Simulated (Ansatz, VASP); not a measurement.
**RbBr: VASP beside Ansatz**

```
Rb Br
1.0
     4.10689    0.00000    0.00000
     0.00000    4.10689    0.00000
     0.00000    0.00000    4.10689
Rb Br
1 1
Cartesian
  0.0000 0.0000 0.0000
  2.0534 2.0534 2.0534
```

Alike in both runs: functional PBE; dispersion D3(BJ); k mesh 6 × 6 × 6; occupations gaussian, width 0.02 eV; no spin polarisation.

Ansatz relaxed the structure, and its values are those at the end. VASP's run is a single point on that final structure, the one shown.

|  | VASP | Ansatz |
| --- | --- | --- |
| version | VASP 6.6.1 | Ansatz 0.2.0 |
| potentials or method | VASP PAW PBE potentials, release 64 (Rb_sv, Br), cutoff 520 eV | scalar-relativistic, plane waves, PAW |
| valence electrons in the cell | 16 | 16 |

```csv
,VASP,Ansatz,Ansatz less VASP
gap on the k mesh at the Fermi level (eV),4.13,4.13,+0.002
least direct gap on the mesh (eV),4.28,4.28,+0.001
pressure (GPa),0.0,0.0,-0.04
```
